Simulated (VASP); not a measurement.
Set up this calculation in VASP 6.6.1, as the native input.

```
Task                   : single point
Functional             : LDA
Potentials or basis    : VASP PAW LDA potentials, release 64 (Cu, O)
Cutoff                 : 520 eV
k mesh                 : 10 × 10 × 6
Occupations            : fermi-dirac, width 0.05 eV
Spin                   : no spin polarisation
Hubbard terms          : Cu d U = 8.0 eV
Dipole correction      : no
Further INCAR settings : ALGO = Normal; EDIFF = 1e-07; NBANDS = 25
```

The structure of CuO lies in POSCAR:

```
CuO
1.0
    3.1795331000      0.0000000000      0.0000000000
   -1.5897665500      2.7535564400      0.0000000000
    0.0000000000      0.0000000000      4.4314907300
Cu O
2 2
Direct
    0.0000000000      0.0000000000      0.0000000000
    0.0000000000      0.0000000000      0.5000000000
    0.3333333333      0.6666666667      0.2500000000
    0.6666666667      0.3333333333      0.7500000000
```

The input as run:

INCAR

```
ALGO = Normal
EDIFF = 1E-7
ENCUT = 520
GGA = CA
ISIF = 2
ISMEAR = -1
LASPH = T
LCHARG = F
LDAU = T
LDAUJ = 0 0
LDAUL = 2 -1
LDAUPRINT = 1
LDAUTYPE = 2
LDAUU = 8 0
LMAXMIX = 4
LREAL = F
LWAVE = F
NBANDS = 25
NELM = 150
PREC = Accurate
SIGMA = 0.05
```

KPOINTS

```
k-points
0
Gamma
  10 10 6
```

Potentials or basis: VASP PAW LDA potentials, release 64 (Cu, O).

Command:

```console
$ cat potpaw_LDA.64/Cu/POTCAR potpaw_LDA.64/O/POTCAR > POTCAR
$ mpirun -np 1 vasp_std > vasp.out
```

Results of the run:

```yaml
Pressure: -17.6 GPa
Band_gap_on_the_k_mesh: zero (band 17 reaches 4.80 eV, above the bottom of band 18 at 3.65 eV)
```

Caveat: U without spin polarisation on a metal has little footing.

It took 19 s on 1 thread of Intel(R) Xeon(R) 6975P-C (Granite Rapids) (shared host), peak memory 0.16 GiB.
